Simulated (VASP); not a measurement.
Set up this calculation in VASP 6.6.1, as the native input.

```
Task                   : relaxation of cell and atoms
Functional             : LDA
Potentials or basis    : VASP PAW LDA potentials, release 64 (Mg)
Cutoff                 : 600 eV
k mesh                 : 20 × 20 × 20
Occupations            : gaussian, width 0.1 eV
Spin                   : no spin polarisation
Target pressure        : 100 GPa
Dipole correction      : no
Further INCAR settings : ALGO = Normal; EDIFF = 1e-06; IBRION = 2; EDIFFG = -0.004; NSW = 70; ISIF = 3
```

The structure of Mg lies in POSCAR:

```
Mg
1.0
   -1.3983970695      1.3983970695      1.3983970695
    1.3983970695     -1.3983970695      1.3983970695
    1.3983970695      1.3983970695     -1.3983970695
Mg
1
Direct
    0.0000000000      0.0000000000      0.0000000000
```

One way to write it, as run:

INCAR

```
PREC = Accurate ; ENCUT = 600
EDIFF = 1E-6 ; ISMEAR = 0
SIGMA = 0.1 ; LREAL = F
LASPH = T ; NELM = 100
ALGO = Normal ; ISIF = 3
LWAVE = F ; LCHARG = F
GGA = CA ; IBRION = 2
NSW = 70 ; EDIFFG = -0.004
PSTRESS = 1000.0
```

KPOINTS

```
Automatic mesh
0
Gamma
  20 20 20
```

Potentials or basis: VASP PAW LDA potentials, release 64 (Mg).

Run with:

```console
$ cat potpaw_LDA.64/Mg/POTCAR > POTCAR
$ mpirun -np 1 vasp_std > vasp.out
```

It gave:

The relaxed volume is 10.99 Å³/atom and the relaxed cell is a = 2.426 Å, b = 2.426 Å, c = 2.426 Å, α = 109.47°, β = 109.47°, γ = 109.47°. The space group after relaxing (to 0.05 Å) is Im-3m (No. 229) and the energy change on relaxing (the enthalpy is what falls) is -33.6 meV/atom. The ionic steps are 3. The pressure after relaxing is 100.0 GPa and the band gap on the k mesh is zero (band 1 reaches 11.58 eV, above the bottom of band 2 at 6.83 eV).

Caveat: the cell is relaxed towards a set pressure, so the enthalpy falls and the energy may rise.

Wall time 8.4 s on 1 thread of Intel(R) Xeon(R) 6975P-C (Granite Rapids), on a shared host, peak memory 0.13 GiB.
